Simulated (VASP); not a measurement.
# SrAl4Bi (F-43m) in VASP: further runs, part 3 of 3

VASP 6.6.1.

### 5 Single point, PBE

This run uses another cell than the first one, of 23.01 Å³/atom.

File INCAR:

```
PREC = Accurate
ENCUT = 520
EDIFF = 1E-7
ISMEAR = 0
SIGMA = 0.1
LREAL = False
LASPH = True
NELM = 80
ALGO = Normal
ISIF = 2
LWAVE = False
LCHARG = True
GGA = PE
LELF = True
LVHAR = True
NBANDS = 28
```

File KPOINTS:

```
Automatic mesh
0
Gamma
  8 8 8
```

File POSCAR:

```
SrAl4Bi
1.0
    0.0000000000      4.1021019660      4.1021019660
    4.1021019660      0.0000000000      4.1021019660
    4.1021019660      4.1021019660      0.0000000000
Sr Al Bi
1 4 1
Direct
    0.7500000000      0.7500000000      0.7500000000
    0.8773615471      0.3742128176      0.3742128176
    0.3742128176      0.3742128176      0.3742128176
    0.3742128176      0.8773615471      0.3742128176
    0.3742128176      0.3742128176      0.8773615471
    0.0000000000      0.0000000000      0.0000000000
```

On the command line:

```
$ cat potpaw_PBE.64/Sr_sv/POTCAR potpaw_PBE.64/Al/POTCAR potpaw_PBE.64/Bi_d/POTCAR > POTCAR
$ mpirun -np 1 vasp_std > vasp.out
```

Run time: 2.5 min. Hardware: 1 thread of Intel Xeon Platinum 8488C (Sapphire Rapids), shared host; peak memory 0.39 GiB.

It converged, with:

```yaml
Free_energy: -20.7204 eV
Pressure: 0.0 GPa
Largest_force: 0.008 eV/Å
Band_gap_on_the_k_mesh: zero (an odd number of electrons rules out a gap without spin polarisation)
```

Forces in eV/Å, atoms in the order of the input:
```
Sr   0.000  0.000  0.000
Al  -0.005  0.005  0.005
Al  -0.005 -0.005 -0.005
Al   0.005 -0.005  0.005
Al   0.005  0.005 -0.005
Bi   0.000  0.000  0.000
```

Levels at points of the mesh, in eV from the Fermi level:
```tsv
k point	band 15	band 16	band 17	band 18	band 19	band 20	band 21	band 22	band 23	band 24
(0.00, 0.00, 0.00)	-3.47	-2.33	-2.33	-2.33	-0.92	-0.92	0.52	0.52	0.52	3.12
(0.50, 0.00, 0.00)	-2.77	-2.48	-2.48	0.09	0.09	0.18	1.96	1.96	2.47	3.55
(0.50, 0.50, 0.00)	-3.07	-0.44	0.18	0.18	0.57	1.27	1.68	1.84	1.87	1.87
```

Caveat: spin-orbit coupling is left out, which moves the levels of the heavy elements.

### 6 Relaxation of cell and atoms, PBE

This run uses another cell than the first one, of 22.87 Å³/atom.

File INCAR:

```
PREC     = Accurate       # precision mode
ENCUT    = 600            # plane-wave cutoff, eV
EDIFF    = 1E-7           # SCF threshold, eV
ISMEAR   = 0              # smearing method
SIGMA    = 0.1            # smearing width, eV
LREAL    = False          # projectors in reciprocal space
LASPH    = True           # aspherical terms in the spheres
NELM     = 80             # most SCF steps
ALGO     = Fast           # electronic algorithm
ISIF     = 3              # what is computed and relaxed
LWAVE    = False          # write WAVECAR
LCHARG   = False          # write CHGCAR
GGA      = PE             # functional
IBRION   = 2              # ionic algorithm
NSW      = 100            # ionic steps
EDIFFG   = -0.01          # ionic threshold
```

KPOINTS is that of step 5.

File POSCAR:

```
SrAl4Bi
1.0
    0.0000000000      4.0936801980      4.0936801980
    4.0936801980      0.0000000000      4.0936801980
    4.0936801980      4.0936801980      0.0000000000
Sr Al Bi
1 4 1
Direct
    0.7500000000      0.7500000000      0.7500000000
    0.8757832737      0.3747389088      0.3747389088
    0.3747389088      0.3747389088      0.3747389088
    0.3747389088      0.8757832737      0.3747389088
    0.3747389088      0.3747389088      0.8757832737
    0.0000000000      0.0000000000      0.0000000000
```

Potentials or basis: VASP PAW PBE potentials, release 64 (Sr_sv, Al, Bi_d).

On the command line:

```
$ cat potpaw_PBE.64/Sr_sv/POTCAR potpaw_PBE.64/Al/POTCAR potpaw_PBE.64/Bi_d/POTCAR > POTCAR
$ mpirun -np 1 vasp_std > vasp.out
```

Run time: 13 min. Hardware: 1 thread of Intel Xeon Platinum 8488C (Sapphire Rapids), shared host; peak memory 0.42 GiB.

The run converged. Its results:

```
Free energy                           : -20.7205 eV
Relaxed volume                        : 23.00 Å³/atom
Relaxed cell                          : a = 5.801 Å, b = 5.801 Å, c = 5.801 Å, α = 60.00°, β = 60.00°, γ = 60.00°
Space group after relaxing (to 0.1 Å) : F-43m (No. 216)
Energy gained by relaxing             : 0.3 meV/atom
Ionic steps                           : 5
Pressure after relaxing               : 0.0 GPa
Band gap on the k mesh                : zero (an odd number of electrons rules out a gap without spin polarisation)
```

Step by step:
```
step  energy change (eV)  largest force (eV/Å)  pressure (GPa)  volume (Å³)
   1              0.0000                0.0683            0.30       137.21
   2             -0.0015                0.0422           -0.02       138.05
   3             -0.0015                0.0365           -0.09       138.25
   4             -0.0018                0.0167           -0.04       138.12
   5             -0.0019                0.0016            0.00       138.02
```

Final structure:
```
CELL_PARAMETERS angstrom
0.00000 4.10181 4.10181
4.10181 0.00000 4.10181
4.10181 4.10181 0.00000
ATOMIC_POSITIONS crystal
Sr 0.75000 0.75000 0.75000
Al 0.87752 0.37416 0.37416
Al 0.37416 0.37416 0.37416
Al 0.37416 0.87752 0.37416
Al 0.37416 0.37416 0.87752
Bi 0.00000 0.00000 0.00000
```

Levels at points of the mesh, in eV from the Fermi level:
```tsv
k point	band 16	band 17	band 18	band 19	band 20	band 21	band 22
(0.00, 0.00, 0.00)	-2.33	-2.33	-2.33	-0.92	-0.92	0.52	0.52
(0.50, 0.00, 0.00)	-2.48	-2.48	0.09	0.09	0.18	1.96	1.96
(0.50, 0.50, 0.00)	-0.44	0.18	0.18	0.57	1.27	1.69	1.84
```

Caveat: spin-orbit coupling is left out, which moves the levels of the heavy elements.

### 7 The runs side by side

| task | cell | k mesh | cutoff (eV) | gap on the mesh (eV) | pressure (GPa) | relaxed volume (Å³/atom) | largest force (eV/Å) |
| --- | --- | --- | --- | --- | --- | --- | --- |
| single point | a = 5.463 Å, angles 60.0°, 6 atoms, atomic positions A | 4 × 4 × 4 | 520 | none | 13.9 | - | 0.17 |
| single point | a = 5.789 Å, angles 60.0°, 6 atoms, atomic positions B | 4 × 4 × 4 | 520 | none | 0.1 | - | - |
| relaxation of cell and atoms | relaxed from a = 5.463 Å, angles 60.0°, 6 atoms, atomic positions A | 4 × 4 × 4 | 600 | none | 0.1 | 22.89 | 0.01 |
| single point | a = 5.801 Å, angles 60.0°, 6 atoms, atomic positions A | 8 × 8 × 8 | 520 | none | 0.0 | - | 0.01 |
| relaxation of cell and atoms | relaxed from a = 5.789 Å, angles 60.0°, 6 atoms, atomic positions B | 8 × 8 × 8 | 600 | none | 0.0 | 23.00 | - |

Alike in all rows: level PBE; potentials or basis VASP PAW PBE potentials, release 64 (Sr_sv, Al, Bi_d); no spin polarisation; smearing gaussian 0.1 eV.

Caveats: spin-orbit coupling is left out, which moves the levels of the heavy elements; the cell stands under pressure (at least some runs); the volume moved by over 15 % at a fixed basis, so the end points are rough (at least some runs).

Absolute energies hang on the potentials; compare differences alone.
